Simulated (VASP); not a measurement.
Input of a VASP 6.6.1 run:

INCAR

```
SYSTEM = AlNi
  PREC = Accurate
  ENCUT = 520
  EDIFF = 1E-7
  ISMEAR = 0
  SIGMA = 0.1
  LREAL = .FALSE.
  LASPH = .TRUE.
  NELM = 60
  ALGO = Fast
  ISIF = 2
  LWAVE = .FALSE.
  LCHARG = .FALSE.
  NBANDS = 14
```

Contents of KPOINTS:

```
regular mesh
0
G
  16 16 14
  0 0 0
```

Contents of POSCAR:

```
AlNi
1.0
    2.0002900840     -2.0003202214      0.0000000000
    2.0002900840      2.0003202214      0.0000000000
    0.0000000000      0.0000000000      2.8396512506
Al Ni
1 1
Direct
    0.0000000000      0.0000000000      0.0000000000
    0.5000000000      0.5000000000      0.5000000000
```

Potentials or basis: VASP PAW LDA potentials, release 64 (Al, Ni).

Run with:

```sh
$ cat potpaw_LDA.64/Al/POTCAR potpaw_LDA.64/Ni/POTCAR > POTCAR
$ mpirun -np 1 vasp_std > vasp.out
```

What does it give for the band gap on the k mesh?

Zero (an odd number of electrons rules out a gap without spin polarisation).

Predict the pressure.

0.3 GPa.

Spin polarisation is off, so any magnetic state and its effect on volume and gap are missing.
